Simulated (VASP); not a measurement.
# Zn3P (Pm-3m) in VASP: a series of runs

The runs below take Zn3P through density of states, with LDA, PBE.

Program: VASP 6.6.1. These are calculated values, not measurements. Logs are shortened: lines on timing, memory, paths and dates and some standing lists are left out, and cuts for length are marked.

## Step 1: The cell of the first run

Symmetry: Pm-3m, No. 221, cubic system. The conventional cell has a = 3.976 Å, b = 3.976 Å, c = 3.976 Å, α = 90.00°, β = 90.00°, γ = 90.00°. Zn (site symmetry 4/mmm) has 8 Zn at 2.81 Å and 4 P at 2.81 Å within 3.7 Å. Within 3.7 Å of P (site symmetry m-3m) lie 12 Zn at 2.81 Å.

## Step 2: Density of states, LDA

The input, POSCAR:

```
Zn3P
1.0
    3.9755180000      0.0000000000      0.0000000000
    0.0000000000      3.9755180000      0.0000000000
    0.0000000000      0.0000000000      3.9755180000
Zn P
3 1
Direct
    0.5000000000      0.5000000000      0.0000000000
    0.5000000000      0.0000000000      0.5000000000
    0.0000000000      0.5000000000      0.5000000000
    0.0000000000      0.0000000000      0.0000000000
```

The input, INCAR.step1:

```
SYSTEM = Zn3P
ALGO = Normal
EDIFF = 1E-6
ENCUT = 520
GGA = CA
ISIF = 2
ISMEAR = -1
LASPH = .True.
LCHARG = .True.
LREAL = .False.
LWAVE = .False.
NBANDS = 28
NELM = 100
PREC = Accurate
SIGMA = 0.05
```

The input, KPOINTS.step1:

```
k-points
0
Gamma
  4 4 4
  0 0 0
```

The input, INCAR.step2:

```
SYSTEM = Zn3P
ALGO = Normal
EDIFF = 1E-6
ENCUT = 520
GGA = CA
ICHARG = 11
ISIF = 2
ISMEAR = -5
LASPH = .True.
LCHARG = .False.
LORBIT = 11
LREAL = .False.
LWAVE = .False.
NEDOS = 2001
NELM = 100
PREC = Accurate
SIGMA = 0.05
```

The input, KPOINTS.step2:

```
k-points
0
Gamma
  6 6 6
  0 0 0
```

Potentials or basis: VASP PAW LDA potentials, release 64 (Zn, P).

On the command line:

```bash
$ cat potpaw_LDA.64/Zn/POTCAR potpaw_LDA.64/P/POTCAR > POTCAR
$ cp INCAR.step1 INCAR
$ cp KPOINTS.step1 KPOINTS
$ mpirun -np 1 vasp_std > vasp.out
$ cp INCAR.step2 INCAR
$ cp KPOINTS.step2 KPOINTS
$ mpirun -np 1 vasp_std > vasp.out
```

OUTCAR:

```text
SYSTEM = Zn3P
   EDIFF = 1E-6
   ENCUT = 520
   GGA = CA
   ICHARG = 11
   ISIF = 2
   ISMEAR = -5
   LASPH = .True.
   LORBIT = 11
   LREAL = .False.
   NELM = 100
   PREC = Accurate

 ion  position               nearest neighbor table
   1  0.500  0.500  0.000-   2 2.81   3 2.81   4 2.81   2 2.81   3 2.81   2 2.81   4 2.81   2 2.81
                             3 2.81   4 2.81   3 2.81   4 2.81
   2  0.500  0.000  0.500-   1 2.81   3 2.81   4 2.81   1 2.81   4 2.81   1 2.81   3 2.81   1 2.81
                             3 2.81   4 2.81   4 2.81   3 2.81
   3  0.000  0.500  0.500-   1 2.81   2 2.81   4 2.81   1 2.81   4 2.81   2 2.81   4 2.81   4 2.81
                             1 2.81   2 2.81   1 2.81   2 2.81
   4  0.000  0.000  0.000-   1 2.81   2 2.81   3 2.81   2 2.81   3 2.81   1 2.81   3 2.81   3 2.81
                             1 2.81   2 2.81   2 2.81   1 2.81

  LATTYP: Found a simple cubic cell.
 ALAT       =     3.9755180000

  Lattice vectors:

 A1 = (   3.9755180000,   0.0000000000,   0.0000000000)
 A2 = (   0.0000000000,   3.9755180000,   0.0000000000)
 A3 = (   0.0000000000,   0.0000000000,   3.9755180000)

Analysis of symmetry for initial positions (statically):
=====================================================================
 Subroutine PRICEL returns:
 Original cell was already a primitive cell.

 Routine SETGRP: Setting up the symmetry group for a
 simple cubic supercell.

 Subroutine GETGRP returns: Found 48 space group operations
 (whereof 48 operations were pure point group operations)
 out of a pool of 48 trial point group operations.

The static configuration has the point symmetry O_h .

Analysis of symmetry for dynamics (positions and initial velocities):
=====================================================================
 Subroutine PRICEL returns:
 Original cell was already a primitive cell.

 Routine SETGRP: Setting up the symmetry group for a
 simple cubic supercell.

 Subroutine GETGRP returns: Found 48 space group operations
 (whereof 48 operations were pure point group operations)
 out of a pool of 48 trial point group operations.

The dynamic configuration has the point symmetry O_h .

 Subroutine INISYM returns: Found 48 space group operations
 (whereof 48 operations are pure point group operations),
 and found     1 'primitive' translations

[... 102 lines left out ...]
   ISYM   =      2    0-nonsym 1-usesym 2-fastsym
   POTIM  = 0.5000    time-step for ionic-motion
   TEBEG  =    0.0;   TEEND  =   0.0 temperature during run
   PSTRESS=    0.0 pullay stress
   NELECT =      41.0000    total number of electrons
   NUPDOWN=      -1.0000    fix difference up-down
   EMIN   =  10.00;   EMAX   =-10.00  energy-range for DOS
   EFERMI =   0.00;   METHOD = LEGACY
   ISMEAR =    -5;   SIGMA  =   0.05  broadening in eV -4-tet -1-fermi 0-gaus
   EFERMI_NEDOS =   21; number of points for ismear=-14 and -15
   IALGO  =     38    algorithm
   IMIX   =      4    mixing-type and parameters
     AMIX     =   0.40;   BMIX     =  1.00
     AMIX_MAG =   1.60;   BMIX_MAG =  1.00
  volume/ion in A,a.u.               =      15.71       106.00
  Fermi-wavevector in a.u.,A,eV,Ry     =   1.419959  2.683333 27.433193  2.016283
  Thomas-Fermi vector in A             =   2.540924
   LORBIT       =     11    0 simple, 1 ext, 2 COOP (PROOUT), +10 PAW based schemes
   GGA     = CA    functional components
   LHFCALC =     F    Hartree Fock is set to
   AEXX    =    0.0000 exact exchange contribution
   IVDW    =     0    specifies the selected vdW correction
   LEPSILON=     F    determine dielectric tensor
   LRPA    =     F    only Hartree local field effects (RPA)
 non-spin polarized calculation
 Fermi weights with tetrahedron method with Bloechl corrections
  energy-cutoff  :      520.00
  volume of cell :       62.83
 maximum number of plane-waves:      1743
 NGX is ok and might be reduce to    30

 number of electron      41.0000099 magnetization

 Free energy of the ion-electron system (eV)
  ---------------------------------------------------
  ext. energy  EPLUGINS =         0.00000000
  ---------------------------------------------------
  free energy    TOTEN  =       -10.77627589 eV

  energy without entropy =      -10.77627589  energy(sigma->0) =      -10.77627589

 E-fermi :   4.2520     XC(G=0): -11.5877

 val. band max:        4.3182517461   @ k =   0.1667   0.1667   0.1667
 cond. band min:       3.6724582818   @ k =   0.5000   0.5000   0.3333
 fundamental gap:     -0.6457934643
 Fermi energy:         4.2519993890

 k-point     1 :       0.0000    0.0000    0.0000
  band No.  band energies     occupation
      1      -8.3039      2.00000
      2      -4.2419      2.00000
      3      -3.8511      2.00000
      4      -3.8511      2.00000
      5      -3.8511      2.00000
      6      -3.7427      2.00000
[... 529 lines left out ...]
     23       1.9782      2.39603
     24      12.1125      0.00000

------------------------ aborting loop because EDIFF is reached ----------------------------------------

  FORCE on cell =-STRESS in cart. coord.  units (eV):
  Direction    XX          YY          ZZ          XY          YZ          ZX
  --------------------------------------------------------------------------------------
  -------------------------------------------------------------------------------------
  Total       -3.0842125     -3.0842125     -3.0842125      0.0000000     -0.0000000     -0.0000000
  in kB      -78.6454684    -78.6454684    -78.6454684      0.0000000     -0.0000000     -0.0000000
  external PRESSURE =     -78.6454684 kB  Pullay stress =       0.0000000 kB

 VOLUME and BASIS-vectors are now :
 -----------------------------------------------------------------------------
  energy-cutoff  :      520.00
  volume of cell :       62.83
      direct lattice vectors                 reciprocal lattice vectors
     3.975518000  0.000000000  0.000000000     0.251539548  0.000000000  0.000000000
     0.000000000  3.975518000  0.000000000     0.000000000  0.251539548  0.000000000
     0.000000000  0.000000000  3.975518000     0.000000000  0.000000000  0.251539548

 POSITION                                       TOTAL-FORCE (eV/Angst)
 -----------------------------------------------------------------------------------
      1.98776      1.98776      0.00000         0.000000      0.000000      0.000000
      1.98776      0.00000      1.98776         0.000000      0.000000      0.000000
      0.00000      1.98776      1.98776         0.000000      0.000000      0.000000
      0.00000      0.00000      0.00000         0.000000      0.000000      0.000000
 -----------------------------------------------------------------------------------
    total drift:                                0.000000      0.000000     -0.000000

  FREE ENERGIE OF THE ION-ELECTRON SYSTEM (eV)
  ---------------------------------------------------
  free  energy   TOTEN  =       -10.7762758928 eV

  energy  without entropy=      -10.7762758928  energy(sigma->0) =      -10.77627589

 total charge

# of ion       s       p       d       tot
------------------------------------------
    1        0.608   0.375   9.747  10.730
    2        0.608   0.375   9.747  10.730
    3        0.608   0.375   9.747  10.730
    4        1.133   1.241   0.000   2.374
--------------------------------------------------
tot          2.956   2.366  29.241  34.563
```

OUTCAR.step1:

```text
SYSTEM = Zn3P
   EDIFF = 1E-6
   ENCUT = 520
   GGA = CA
   ISIF = 2
   ISMEAR = -1
   LASPH = .True.
[... 525 lines left out ...]
      1.98776      0.00000      1.98776         0.000000      0.000000      0.000000
      0.00000      1.98776      1.98776         0.000000      0.000000      0.000000
      0.00000      0.00000      0.00000         0.000000      0.000000      0.000000
 -----------------------------------------------------------------------------------
    total drift:                                0.000000      0.000000     -0.000000

  FREE ENERGIE OF THE ION-ELECTRON SYSTEM (eV)
  ---------------------------------------------------
  free  energy   TOTEN  =       -10.7865148015 eV

  energy  without entropy=      -10.7675809160  energy(sigma->0) =      -10.77704786
```

OSZICAR.step1:

```text
N       E                     dE             d eps       ncg     rms          rms(c)
DAV:   1     0.236316327752E+03    0.23632E+03   -0.19744E+04   560   0.205E+03
DAV:   2     0.476884353317E+01   -0.23155E+03   -0.22613E+03   560   0.378E+02
DAV:   3    -0.111156661198E+02   -0.15885E+02   -0.15678E+02   632   0.104E+02
DAV:   4    -0.114061273726E+02   -0.29046E+00   -0.28977E+00   628   0.129E+01
DAV:   5    -0.114095369893E+02   -0.34096E-02   -0.34093E-02   636   0.131E+00    0.637E+00
DAV:   6    -0.108229556292E+02    0.58658E+00   -0.26207E+00   700   0.282E+01    0.499E+00
DAV:   7    -0.108013965773E+02    0.21559E-01   -0.28191E-01   616   0.626E+00    0.247E+00
DAV:   8    -0.107872302624E+02    0.14166E-01   -0.19195E-02   624   0.958E-01    0.394E-01
DAV:   9    -0.107865237205E+02    0.70654E-03   -0.10418E-03   724   0.268E-01    0.114E-01
DAV:  10    -0.107865322196E+02   -0.84991E-05   -0.47716E-04   776   0.232E-01    0.296E-02
DAV:  11    -0.107865140915E+02    0.18128E-04   -0.21326E-04   640   0.181E-01    0.138E-02
DAV:  12    -0.107865148015E+02   -0.70993E-06   -0.99078E-06   584   0.202E-02
   1 F= -.10786515E+02 E0= -.10777048E+02  d E =-.189339E-01
```

It took 14 s on 1 thread of AMD EPYC 9R45 (Zen 5), shared host; peak memory 0.12 GiB.

What came out:

* Valence electrons inside the program's atomic spheres: Zn 10.73; P 2.37

Levels at points of the mesh, in eV from the Fermi level:
| k point | band 17 | band 18 | band 19 | band 20 | band 21 | band 22 | band 23 | band 24 |
| --- | --- | --- | --- | --- | --- | --- | --- | --- |
| (0.00, 0.00, 0.00) | -3.81 | -3.21 | -3.21 | -3.21 | 0.55 | 0.55 | 4.31 | 4.31 |
| (0.50, 0.00, 0.00) | -7.02 | -1.91 | -1.50 | -1.50 | 1.16 | 1.29 | 1.29 | 2.40 |
| (0.50, 0.50, 0.00) | -5.60 | -5.60 | -5.39 | -0.48 | 1.37 | 2.89 | 2.89 | 3.51 |
| (0.50, 0.50, 0.50) | -4.92 | -4.92 | -4.92 | -2.95 | -2.27 | -2.27 | -2.27 | 7.86 |

Caveat: the k points lie up to 0.40 Å⁻¹ apart; tetrahedron occupations give inexact forces and stress in metals.

## Step 3: Density of states, PBE

POSCAR is that of step 2.

The input, INCAR.step1:

```
SYSTEM = Zn3P
PREC = Accurate
ENCUT = 520
EDIFF = 1E-6
ISMEAR = -1
SIGMA = 0.05
LREAL = .False.
LASPH = .True.
NELM = 100
ALGO = Normal
ISIF = 2
LWAVE = .False.
LCHARG = .True.
GGA = PE
NBANDS = 28
```

The input, KPOINTS.step1:

```
regular mesh
0
Gamma
  4 4 4
  0 0 0
```

The input, INCAR.step2:

```
SYSTEM = Zn3P
PREC = Accurate
ENCUT = 520
EDIFF = 1E-6
ISMEAR = -5
SIGMA = 0.05
LREAL = .False.
LASPH = .True.
NELM = 100
ALGO = Normal
ISIF = 2
LWAVE = .False.
LCHARG = .False.
GGA = PE
LORBIT = 11
NEDOS = 2001
ICHARG = 11
```

The input, KPOINTS.step2:

```
regular mesh
0
Gamma
  6 6 6
  0 0 0
```

Potentials or basis: VASP PAW PBE potentials, release 64 (Zn, P).

On the command line:

```bash
$ cat potpaw_PBE.64/Zn/POTCAR potpaw_PBE.64/P/POTCAR > POTCAR
$ cp INCAR.step1 INCAR
$ cp KPOINTS.step1 KPOINTS
$ mpirun -np 1 vasp_std > vasp.out
$ cp INCAR.step2 INCAR
$ cp KPOINTS.step2 KPOINTS
$ mpirun -np 1 vasp_std > vasp.out
```

It took 15 s on 1 thread of AMD EPYC 9R45 (Zen 5), shared host; peak memory 0.14 GiB.

It converged, with:

| Quantity | Value |
| --- | --- |
| Valence electrons inside the program's atomic spheres | Zn 10.71; P 2.38 |

Levels at points of the mesh, in eV from the Fermi level:
```csv
k point,band 17,band 18,band 19,band 20,band 21,band 22,band 23,band 24
"(0.00, 0.00, 0.00)",-3.81,-3.28,-3.28,-3.28,0.58,0.58,4.32,4.32
"(0.50, 0.00, 0.00)",-6.97,-1.87,-1.58,-1.58,1.10,1.28,1.28,2.36
"(0.50, 0.50, 0.00)",-5.61,-5.61,-5.39,-0.56,1.37,2.93,2.93,3.49
"(0.50, 0.50, 0.50)",-4.99,-4.99,-4.99,-3.00,-2.23,-2.23,-2.23,7.92
```

Caveat: the k points lie up to 0.40 Å⁻¹ apart; tetrahedron occupations give inexact forces and stress in metals.
